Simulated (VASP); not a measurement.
Write the native input for VASP 6.6.1 that does the following.

```yaml
Task: relaxation of cell and atoms
Functional: PBE
Potentials_or_basis: VASP PAW PBE potentials, release 64 (In_d, As)
Cutoff: 600 eV
k_mesh: 6 × 6 × 6
Occupations: gaussian, width 0.1 eV
Spin: no spin polarisation
Dipole_correction: no
Further_INCAR_settings: ALGO = Normal; EDIFF = 1e-06; IBRION = 2; EDIFFG = -0.04; NSW = 90; ISIF = 3
```

The structure of InAs lies in POSCAR:

```
InAs
1.0
   -1.9103354200      1.9103354200      3.7535048300
    1.9103354200     -1.9103354200      3.7535048300
    1.9103354200      1.9103354200     -3.7535048300
In As
1 1
Direct
    0.0000000000      0.0000000000      0.0000000000
    0.5000000000      0.5000000000      0.0000000000
```

These files were run (other wordings do the same):

INCAR

```
PREC = Accurate
ENCUT = 600
EDIFF = 1E-6
ISMEAR = 0
SIGMA = 0.1
LREAL = False
LASPH = True
NELM = 60
ALGO = Normal
ISIF = 3
LWAVE = False
LCHARG = False
GGA = PE
IBRION = 2
NSW = 90
EDIFFG = -0.04
```

KPOINTS

```
Automatic mesh
0
Gamma
  6 6 6
```

Potentials or basis: VASP PAW PBE potentials, release 64 (In_d, As).

Run with:

```console
$ cat potpaw_PBE.64/In_d/POTCAR potpaw_PBE.64/As/POTCAR > POTCAR
$ mpirun -np 1 vasp_std > vasp.out
```

It gave:

```
Relaxed volume                         : 23.84 Å³/atom
Relaxed cell                           : a = 4.071 Å, b = 4.071 Å, c = 4.071 Å, α = 120.03°, β = 120.03°, γ = 89.95°
Space group after relaxing (to 0.05 Å) : Fm-3m (No. 225)
Energy gained by relaxing              : 262.2 meV/atom
Ionic steps                            : 11
Pressure after relaxing                : -0.1 GPa
Band gap on the k mesh                 : zero (band 9 reaches 6.29 eV, above the bottom of band 10 at 3.70 eV)
```

Caveat: the k points lie up to 0.36 Å⁻¹ apart in the final cell; spin-orbit coupling is left out, which moves the levels of the heavy elements.

It took 5.2 min on 1 thread of AMD EPYC 7R43 64-Core Processor (Zen 3) (shared host), peak memory 0.21 GiB.
